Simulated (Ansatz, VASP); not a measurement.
# Two plane-wave programs on K3Al

File INCAR:

```
PREC = Accurate
ENCUT = 520
EDIFF = 1E-6
ISMEAR = 0
SIGMA = 0.1
LREAL = False
LASPH = True
NELM = 60
ALGO = Normal
ISIF = 2
LWAVE = False
LCHARG = False
GGA = PE
NBANDS = 23
```

Contents of KPOINTS:

```
Automatic mesh
0
Gamma
  4 4 4
```

Contents of POSCAR:

```
K3Al
1.0
    4.9615215979      0.0000000000      0.0000000000
    0.0000000000      4.9615215979      0.0000000000
    0.0000000000      0.0000000000      4.9615215979
K Al
3 1
Direct
    0.0000000000      0.5000000000      0.5000000000
    0.5000000000      0.0000000000      0.5000000000
    0.5000000000      0.5000000000      0.0000000000
    0.0000000000      0.0000000000      0.0000000000
```

Input for Ansatz:

```yaml
crystal:
  lattice:
    - [4.9615215979, 0.0, 0.0]
    - [0.0, 4.9615215979, 0.0]
    - [0.0, 0.0, 4.9615215979]
  atoms:
    - { symbol: K, position: [0.0, 0.5, 0.5] }
    - { symbol: K, position: [0.5, 0.0, 0.5] }
    - { symbol: K, position: [0.5, 0.5, 0.0] }
    - { symbol: Al, position: [0.0, 0.0, 0.0] }
basis:
  ecutwfc: 420
kpoints:
  mp_grid: { grid: [4, 4, 4] }
hamiltonian:
  xc: pbe
scf:
  occupations: { method: gaussian, width: 0.1 }
  lower_state_search: "off"
output:
  forces: true
  stress: true
  eigenvalues: true
```

Alike in both runs: task single point; functional PBE; k mesh 4 × 4 × 4; occupations gaussian, width 0.1 eV; no spin polarisation.

|  | VASP | Ansatz |
| --- | --- | --- |
| version | VASP 6.6.1 | Ansatz 0.2.0 |
| potentials or method | VASP PAW PBE potentials, release 64 (K_sv, Al), cutoff 520 eV | scalar-relativistic, plane waves, PAW |
| valence electrons in the cell | 30 | 30 |

```csv
,VASP,Ansatz,Ansatz less VASP
gap on the k mesh at the Fermi level (eV),none,none,-
pressure (GPa),7.7,7.7,-0.03
```

A gap of «none» marks a metal or a gap that the smearing closes.
